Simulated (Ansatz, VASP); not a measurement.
**Two plane-wave programs on NaF**

POSCAR

```
NaF
1.0
    0.0000000000      2.4808000000      2.4808000000
    2.4808000000      0.0000000000      2.4808000000
    2.4808000000      2.4808000000      0.0000000000
Na F
1 1
Direct
    0.0000000000      0.0000000000      0.0000000000
    0.2500000000      0.2500000000      0.2500000000
```

File INCAR.step1:

```
SYSTEM = NaF
  PREC = Accurate
  ENCUT = 660
  ISMEAR = 0
  SIGMA = 0.02
  LREAL = .False.
  LASPH = .True.
  NELM = 120
  NBANDS = 14
  GGA = PE
  ALGO = Normal
  EDIFF = 1E-5
  LWAVE = .True.
  LCHARG = .False.
  GGA_COMPAT = .False.
```

Contents of INCAR.step2:

```
SYSTEM = NaF
  PREC = Accurate
  ENCUT = 660
  EDIFF = 1E-6
  ISMEAR = 0
  SIGMA = 0.02
  LREAL = .False.
  LASPH = .True.
  NELM = 120
  ALGO = Normal
  ISIF = 2
  LWAVE = .False.
  LCHARG = .False.
  METAGGA = R2SCAN
  LMIXTAU = .True.
  IVDW = 12
  VDW_S6 = 1.0
  VDW_S8 = 0.78981345
  VDW_A1 = 0.49484001
  VDW_A2 = 5.73083694
  NBANDS = 14
  ISTART = 1
  GGA_COMPAT = .False.
```

File KPOINTS:

```
Automatic mesh
0
Gamma
  8 8 8
  0 0 0
```

Input for Ansatz:

```yaml
crystal:
  lattice:
    - [0.0, 2.4808, 2.4808]
    - [2.4808, 0.0, 2.4808]
    - [2.4808, 2.4808, 0.0]
  atoms:
    - { symbol: Na, position: [0.0, 0.0, 0.0] }
    - { symbol: F, position: [0.25, 0.25, 0.25] }
basis:
  ecutwfc: 500
kpoints:
  mp_grid: { grid: [8, 8, 8] }
hamiltonian:
  xc: r2scan
  dispersion: d3bj
scf:
  occupations: { method: gaussian, width: 0.02 }
output:
  forces: true
  stress: true
  eigenvalues: true
```

Alike in both runs: task single point; functional r2SCAN; dispersion D3(BJ); k mesh 8 × 8 × 8; occupations gaussian, width 0.02 eV; no spin polarisation.

|  | VASP | Ansatz |
| --- | --- | --- |
| version | VASP 6.6.1 | Ansatz 0.2.0 |
| potentials or method | VASP PAW PBE potentials, release 64 (Na_pv, F), cutoff 660 eV | scalar-relativistic, plane waves, PAW |
| valence electrons in the cell | 14 | 16 |

VASP gave:

```
gap on the k mesh at the Fermi level (eV) : 6.48
least direct gap on the mesh (eV)         : 6.48
pressure (GPa)                            : 1.5
```

Problem. Which values does Ansatz return?

Solution. gap on the k mesh at the Fermi level (eV): 6.46; least direct gap on the mesh (eV): 6.46; pressure (GPa): 1.9.

VASP's potentials were made for PBE, not for r2SCAN. VASP's potentials hold 14 valence electrons a cell and Ansatz's 16, so a difference there can come from the potentials and not from the codes. Ansatz's warnings: dispersion damping borrowed.
